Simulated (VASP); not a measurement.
# TiCo (Pm-3m) in VASP: single point with PBE

Aim: the single point of TiCo with PBE.

Everything below comes from runs of VASP 6.6.1. Logs are shortened: lines on timing, memory, paths and dates and some standing lists are left out, and cuts for length are marked.

**1. The cell of the first run**

It takes space group Pm-3m (No. 221, cubic). Conventional cell: a = 3.025 Å, b = 3.025 Å, c = 3.025 Å, α = 90.00°, β = 90.00°, γ = 90.00°. Within 3.5 Å of Ti (site symmetry m-3m) lie 8 Co at 2.62 Å and 6 Ti at 3.03 Å. Co (site symmetry m-3m) has 8 Ti at 2.62 Å and 6 Co at 3.03 Å within 3.5 Å.

**2. Single point, PBE, collinear spin, ferromagnetic start (13.85 Å³/atom)**

The input, INCAR:

```
ALGO = Fast ; EDIFF = 1E-6
ENCUT = 520 ; GGA = PE
ISIF = 2 ; ISMEAR = 0
ISPIN = 2 ; LASPH = True
LCHARG = False ; LMAXMIX = 4
LORBIT = 11 ; LREAL = False
LWAVE = False ; MAGMOM = 0 1.13
NBANDS = 22 ; NELM = 150
PREC = Accurate ; SIGMA = 0.05
```

The input, KPOINTS:

```
k-points
0
Gamma
  16 16 16
```

The input, POSCAR:

```
TiCo
1.0
    3.0254064304      0.0000000000      0.0000000000
    0.0000000000      3.0254064304      0.0000000000
    0.0000000000      0.0000000000      3.0254064304
Ti Co
1 1
Direct
    0.0000000000      0.0000000000      0.0000000000
    0.5000000000      0.5000000000      0.5000000000
```

Potentials or basis: VASP PAW PBE potentials, release 64 (Ti_sv, Co).

Command:

```bash
$ cat potpaw_PBE.64/Ti_sv/POTCAR potpaw_PBE.64/Co/POTCAR > POTCAR
$ mpirun -np 1 vasp_std > vasp.out
```

OUTCAR:

```text
EDIFF = 1E-6
   ENCUT = 520
   GGA = PE
   ISIF = 2
   ISMEAR = 0
   ISPIN = 2
   LASPH = True
   LORBIT = 11
   LREAL = False
   NELM = 150
   PREC = Accurate

 ion  position               nearest neighbor table
   1  0.000  0.000  0.000-   2 2.62   2 2.62   2 2.62   2 2.62   2 2.62   2 2.62   2 2.62   2 2.62

   2  0.500  0.500  0.500-   1 2.62   1 2.62   1 2.62   1 2.62   1 2.62   1 2.62   1 2.62   1 2.62

  LATTYP: Found a simple cubic cell.
 ALAT       =     3.0254064304

  Lattice vectors:

 A1 = (   3.0254064304,   0.0000000000,   0.0000000000)
 A2 = (   0.0000000000,   3.0254064304,   0.0000000000)
 A3 = (   0.0000000000,   0.0000000000,   3.0254064304)

Analysis of symmetry for initial positions (statically):
=====================================================================
 Subroutine PRICEL returns:
 Original cell was already a primitive cell.

 Routine SETGRP: Setting up the symmetry group for a
 simple cubic supercell.

 Subroutine GETGRP returns: Found 48 space group operations
 (whereof 48 operations were pure point group operations)
 out of a pool of 48 trial point group operations.

The static configuration has the point symmetry O_h .

Analysis of symmetry for dynamics (positions and initial velocities):
=====================================================================
 Subroutine PRICEL returns:
 Original cell was already a primitive cell.

 Routine SETGRP: Setting up the symmetry group for a
 simple cubic supercell.

 Subroutine GETGRP returns: Found 48 space group operations
 (whereof 48 operations were pure point group operations)
 out of a pool of 48 trial point group operations.

The dynamic configuration has the point symmetry O_h .

Analysis of structural, dynamic, and magnetic symmetry:
=====================================================================
 Subroutine PRICEL returns:
 Original cell was already a primitive cell.

 Routine SETGRP: Setting up the symmetry group for a
 simple cubic supercell.

 Subroutine GETGRP returns: Found 48 space group operations
 (whereof 48 operations were pure point group operations)
 out of a pool of 48 trial point group operations.

The overall configuration has the point symmetry O_h .

 Subroutine INISYM returns: Found 48 space group operations
 (whereof 48 operations are pure point group operations),
 and found     1 'primitive' translations

----------------------------------------------------------------------------------------

                                     Primitive cell

  volume of cell :      27.6918

  direct lattice vectors                    reciprocal lattice vectors
     3.025406430  0.000000000  0.000000000     0.330534103  0.000000000  0.000000000
     0.000000000  3.025406430  0.000000000     0.000000000  0.330534103  0.000000000
     0.000000000  0.000000000  3.025406430     0.000000000  0.000000000  0.330534103

  length of vectors
     3.025406430  3.025406430  3.025406430     0.330534103  0.330534103  0.330534103

  position of ions in fractional coordinates (direct lattice)
     0.000000000  0.000000000  0.000000000
     0.500000000  0.500000000  0.500000000

  ion indices of the primitive-cell ions
   primitive index   ion index
                 1           1
                 2           2

----------------------------------------------------------------------------------------

 KPOINTS: k-points

Automatic generation of k-mesh.
 Grid dimensions read from file:
 generate k-points for:   16   16   16

 Generating k-lattice:

  Cartesian coordinates                     Fractional coordinates (reciprocal lattice)
     0.020658381  0.000000000  0.000000000     0.062500000  0.000000000  0.000000000
     0.000000000  0.020658381  0.000000000     0.000000000  0.062500000  0.000000000
     0.000000000  0.000000000  0.020658381     0.000000000  0.000000000  0.062500000

  Length of vectors
     0.020658381  0.020658381  0.020658381

  Shift w.r.t. Gamma in fractional coordinates (k-lattice)
     0.000000000  0.000000000  0.000000000

 Subroutine IBZKPT returns following result:
 ===========================================

 Found    165 irreducible k-points:

 Following reciprocal coordinates:
            Coordinates               Weight
  0.000000  0.000000  0.000000      1.000000
  0.062500  0.000000  0.000000      6.000000
  0.125000  0.000000  0.000000      6.000000
  0.187500  0.000000  0.000000      6.000000
  0.250000  0.000000  0.000000      6.000000
  0.312500  0.000000  0.000000      6.000000
[... 16 lines left out ...]
  0.437500  0.125000  0.000000     24.000000
  0.500000  0.125000  0.000000     12.000000
 [... further k-points ...]
   k-points           NKPTS =    165   k-points in BZ     NKDIM =    165   number of bands    NBANDS=     22
   number of dos      NEDOS =    301   number of ions     NIONS =      2
   total plane-waves  NPLWV =  13824
   dimension x,y,z NGX =    24 NGY =   24 NGZ =   24
   dimension x,y,z NGXF=    48 NGYF=   48 NGZF=   48
   ions per type =               1   1
   NGX,Y,Z   is equivalent  to a cutoff of  13.19, 13.19, 13.19 a.u.
   NGXF,Y,Z  is equivalent  to a cutoff of  26.38, 26.38, 26.38 a.u.
 SYSTEM =  unknown system
   PREC   = accura    normal or accurate (medium, high low for compatibility)
   ISTART =      0    job   : 0-new  1-cont  2-samecut
   ICHARG =      2    charge: 1-file 2-atom 10-const
   ISPIN  =      2    spin polarized calculation?
   LNONCOLLINEAR =      F non collinear calculations
   LSORBIT =      F    spin-orbit coupling
   LASPH  =      T    aspherical Exc in radial PAW
   ENCUT  =  520.0 eV  38.22 Ry    6.18 a.u.   5.63  5.63  5.63*2*pi/ulx,y,z
   NELM   =    150;   NELMIN=  2; NELMDL= -5     # of ELM steps
   EDIFF  = 0.1E-05   stopping-criterion for ELM
   LREAL  =      F    real-space projection
   EDIFFG = 0.1E-04   stopping-criterion for IOM
   NSW    =      0    number of steps for IOM
   IBRION =     -1    ionic relax: 0-MD 1-quasi-New 2-CG
   NFREE  =      0    steps in history (QN), initial steepest desc. (CG)
   ISIF   =      2    stress and relaxation
   ISYM   =      2    0-nonsym 1-usesym 2-fastsym
   POTIM  = 0.5000    time-step for ionic-motion
   TEBEG  =    0.0;   TEEND  =   0.0 temperature during run
   PSTRESS=    0.0 pullay stress
   NELECT =      21.0000    total number of electrons
   NUPDOWN=      -1.0000    fix difference up-down
   EMIN   =  10.00;   EMAX   =-10.00  energy-range for DOS
   EFERMI =   0.00;   METHOD = LEGACY
   ISMEAR =     0;   SIGMA  =   0.05  broadening in eV -4-tet -1-fermi 0-gaus
   EFERMI_NEDOS =   21; number of points for ismear=-14 and -15
   IALGO  =     68    algorithm
   IMIX   =      4    mixing-type and parameters
     AMIX     =   0.40;   BMIX     =  1.00
     AMIX_MAG =   1.60;   BMIX_MAG =  1.00
  volume/ion in A,a.u.               =      13.85        93.44
  Fermi-wavevector in a.u.,A,eV,Ry     =   1.492901  2.821173 30.324012  2.228752
  Thomas-Fermi vector in A             =   2.605370
   LORBIT       =     11    0 simple, 1 ext, 2 COOP (PROOUT), +10 PAW based schemes
   GGA     = PE    functional components
   LHFCALC =     F    Hartree Fock is set to
   AEXX    =    0.0000 exact exchange contribution
   IVDW    =     0    specifies the selected vdW correction
   LEPSILON=     F    determine dielectric tensor
   LRPA    =     F    only Hartree local field effects (RPA)
 spin polarized calculation
 RMM-DIIS sequential band-by-band and
 Gauss-broadening in eV      SIGMA  =   0.05
  energy-cutoff  :      520.00
  volume of cell :       27.69
 maximum number of plane-waves:       768
 NGX is ok and might be reduce to    24
   NGX = 11   NGY = 11   NGZ = 11

 number of electron      20.9999999 magnetization       0.8991620

 Free energy of the ion-electron system (eV)
  ---------------------------------------------------
  ext. energy  EPLUGINS =         0.00000000
  ---------------------------------------------------
  free energy    TOTEN  =       -15.65507407 eV

  energy without entropy =      -15.65383159  energy(sigma->0) =      -15.65445283

 E-fermi :   9.4301     XC(G=0): -12.3679

 val. band max:        9.4216782433   @ k =   0.2500   0.0000   0.0000
 cond. band min:       9.4311206963   @ k =   0.3750   0.1250   0.0000
 fundamental gap:      0.0094424530
 Fermi energy:         9.4300684717

 spin component 1

 k-point     1 :       0.0000    0.0000    0.0000
  band No.  band energies     occupation
      1     -47.7782      1.00000
      2     -23.8803      1.00000
      3     -23.8803      1.00000
      4     -23.8803      1.00000
      5       1.9135      1.00000
      6       5.4072      1.00000
[... 14 lines left out ...]
     21      27.9622      0.00000
     22      30.0687      0.00000
[... 552 lines left out ...]
  band No.  band energies     occupation
      1     -47.7482      1.00000
      2     -24.1330      1.00000
      3     -23.8963      1.00000
      4     -23.8574      1.00000
      5       5.2788      1.00000
      6       5.8689      1.00000
[... 14 lines left out ...]
     21      25.6321      0.00000
     22      27.2278      0.00000

 [... further k-points ...]

 spin component 2

 k-point     1 :       0.0000    0.0000    0.0000
  band No.  band energies     occupation
      1     -47.8200      1.00000
      2     -23.9233      1.00000
      3     -23.9233      1.00000
      4     -23.9233      1.00000
      5       1.8893      1.00000
      6       6.1365      1.00000
[... 14 lines left out ...]
     21      28.1170      0.00000
     22      29.9255      0.00000
[... 552 lines left out ...]
  band No.  band energies     occupation
      1     -47.7897      1.00000
      2     -24.1788      1.00000
      3     -23.9396      1.00000
      4     -23.9003      1.00000
      5       5.6023      1.00000
      6       5.8396      1.00000
[... 14 lines left out ...]
     21      25.6429      0.00000
     22      27.1074      0.00000

 [... further k-points ...]
[... 5 lines left out ...]
  --------------------------------------------------------------------------------------
  -------------------------------------------------------------------------------------
  Total       -1.1075186     -1.1075186     -1.1075186     -0.0000000     -0.0000000     -0.0000000
  in kB      -64.0782193    -64.0782193    -64.0782193     -0.0000000     -0.0000000     -0.0000000
  external PRESSURE =     -64.0782193 kB  Pullay stress =       0.0000000 kB

 VOLUME and BASIS-vectors are now :
 -----------------------------------------------------------------------------
  energy-cutoff  :      520.00
  volume of cell :       27.69
      direct lattice vectors                 reciprocal lattice vectors
     3.025406430  0.000000000  0.000000000     0.330534103  0.000000000  0.000000000
     0.000000000  3.025406430  0.000000000     0.000000000  0.330534103  0.000000000
     0.000000000  0.000000000  3.025406430     0.000000000  0.000000000  0.330534103

 POSITION                                       TOTAL-FORCE (eV/Angst)
 -----------------------------------------------------------------------------------
      0.00000      0.00000      0.00000         0.000000      0.000000      0.000000
      1.51270      1.51270      1.51270         0.000000      0.000000      0.000000
 -----------------------------------------------------------------------------------
    total drift:                                0.000000      0.000000     -0.000000

  FREE ENERGIE OF THE ION-ELECTRON SYSTEM (eV)
  ---------------------------------------------------
  free  energy   TOTEN  =       -15.6550740741 eV

  energy  without entropy=      -15.6538315853  energy(sigma->0) =      -15.65445283

 total charge

# of ion       s       p       d       tot
------------------------------------------
    1        2.239   6.168   1.825  10.231
    2        0.511   0.439   7.273   8.223
--------------------------------------------------
tot          2.750   6.607   9.098  18.454

 magnetization (x)

# of ion       s       p       d       tot
------------------------------------------
    1       -0.003  -0.014  -0.047  -0.064
    2        0.029  -0.006   1.006   1.028
--------------------------------------------------
tot          0.026  -0.020   0.959   0.965
```

Run time: 87 s. Hardware: 1 thread of Intel Xeon 6975P-C (Granite Rapids), shared host; peak memory 0.27 GiB.

Results:

```yaml
Free_energy: -15.6551 eV
Pressure: -6.4 GPa
Net_moment: 0.90 μB per cell
Site_moments: Ti -0.06; Co +1.03 μB
Valence_electrons_inside_the_program's_atomic_spheres: Ti 10.23; Co 8.22
```

Caveat: the cell stands under tension.
